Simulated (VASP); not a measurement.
Wanted: the native input for a VASP 6.6.1 run.

```yaml
Task: single point
Functional: LDA
Potentials_or_basis: VASP PAW LDA potentials, release 64 (Cd, Te)
Cutoff: 500 eV
k_mesh: 4 × 4 × 4
Occupations: gaussian, width 0.01 eV
Spin: no spin polarisation
Dipole_correction: no
Further_INCAR_settings: ALGO = Normal; EDIFF = 1e-06; NBANDS = 16
```

The structure of CdTe lies in POSCAR:

```
CdTe
1.0
    0.0000000000      3.2799551172      3.2799551172
    3.2799551172      0.0000000000      3.2799551172
    3.2799551172      3.2799551172      0.0000000000
Cd Te
1 1
Direct
    0.0000000000      0.0000000000      0.0000000000
    0.2500000000      0.2500000000      0.2500000000
```

The input as run:

INCAR

```
ALGO     = Normal         # electronic algorithm
EDIFF    = 1E-6           # SCF threshold, eV
ENCUT    = 500            # plane-wave cutoff, eV
GGA      = CA             # functional
GGA_COMPAT= F            
ISIF     = 2              # what is computed and relaxed
ISMEAR   = 0              # smearing method
LASPH    = T              # aspherical terms in the spheres
LCHARG   = F              # write CHGCAR
LREAL    = F              # projectors in reciprocal space
LWAVE    = F              # write WAVECAR
NBANDS   = 16             # bands
NELM     = 120            # most SCF steps
PREC     = Accurate       # precision mode
SIGMA    = 0.01           # smearing width, eV
```

KPOINTS

```
k-points
0
Gamma
  4 4 4
```

Potentials or basis: VASP PAW LDA potentials, release 64 (Cd, Te).

Run with:

```console
$ cat potpaw_LDA.64/Cd/POTCAR potpaw_LDA.64/Te/POTCAR > POTCAR
$ mpirun -np 1 vasp_std > vasp.out
```

Results of the run:

- Pressure: -2.3 GPa
- Band gap on the k mesh: 0.42 eV, direct

Caveat: spin-orbit coupling is left out, which moves the levels of the heavy elements.

It took 30 s on 1 thread of AMD EPYC 7R13 (shared host), peak memory 0.14 GiB.
